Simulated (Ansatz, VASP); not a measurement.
## One calculation of Ta, two programs

```
Ta
1.0
    -1.65953    1.65953    1.65953
     1.65953   -1.65953    1.65953
     1.65953    1.65953   -1.65953
Ta
1
Direct
  0.00000 0.00000 0.00000
```

Alike in both runs: functional PBE; k mesh 18 × 18 × 18; occupations gaussian, width 0.1 eV; no spin polarisation.

Ansatz relaxed the structure, and its values are those at the end. VASP's run is a single point on that final structure, the one shown.

|  | VASP | Ansatz |
| --- | --- | --- |
| version | VASP 6.6.1 | Ansatz 0.2.0 |
| potentials or method | VASP PAW PBE potentials, release 64 (Ta_pv), cutoff 520 eV | scalar-relativistic, plane waves, PAW |
| valence electrons in the cell | 11 | 13 |

|  | VASP | Ansatz | Ansatz less VASP |
| --- | --- | --- | --- |
| gap on the k mesh at the Fermi level (eV) | none | none | - |
| pressure (GPa) | 0.0 | 0.0 | -0.09 |

A gap of «none» marks a metal or a gap that the smearing closes. VASP's potentials hold 11 valence electrons a cell and Ansatz's 13, so a difference there can come from the potentials and not from the codes.

Spin-orbit coupling is off throughout.
